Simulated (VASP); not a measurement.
GaN: single point with r2SCAN

GaN:

```
Ga N
1.0
     0.00000    2.10852    2.10852
     2.10852    0.00000    2.10852
     2.10852    2.10852    0.00000
Ga N
1 1
Direct
  0.00000 0.00000 0.00000
  0.50000 0.50000 0.50000
```

```json
{
 "Program": "VASP 6.6.1",
 "Task": "single point",
 "Functional": "r2SCAN",
 "Potentials or basis": "VASP PAW PBE potentials, release 64 (Ga_d, N_h)",
 "Cutoff": "910 eV",
 "k mesh": "10 × 10 × 10",
 "Occupations": "gaussian, width 0.01 eV",
 "Spin": "no spin polarisation"
}
```

| Quantity | Value |
| --- | --- |
| Pressure | 1.0 GPa |
| Band gap on the k mesh | 1.18 eV (least direct gap 3.40 eV) |

Levels at points of the mesh, in eV from the valence-band top:
```
           k point  band 5  band 6  band 7  band 8  band 9  band 10  band 11  band 12  band 13  band 14
(0.00, 0.00, 0.00)  -14.29  -14.29   -0.50   -0.50   -0.50     2.90    15.52    15.52    15.52    17.05
(0.50, 0.00, 0.00)  -14.13  -14.13   -8.36   -0.15   -0.15     5.42     9.88     9.88    10.44    17.59
(0.50, 0.50, 0.00)  -14.08  -11.51   -7.25   -3.12   -3.12     1.18     8.54    13.15    15.78    15.78
```

Run time: 110 s on 1 thread of Intel(R) Xeon(R) Platinum 8488C (Sapphire Rapids), with other jobs on the host, peak memory 0.19 GiB.

Caveat: the cutoff is under 1.25 times the usual one of these potentials, so pressure, stress and relaxed cells hold a basis-set (Pulay) error; the PAW data sets were made with another functional, which shifts forces and pressure a little. A k mesh can miss the band edges.
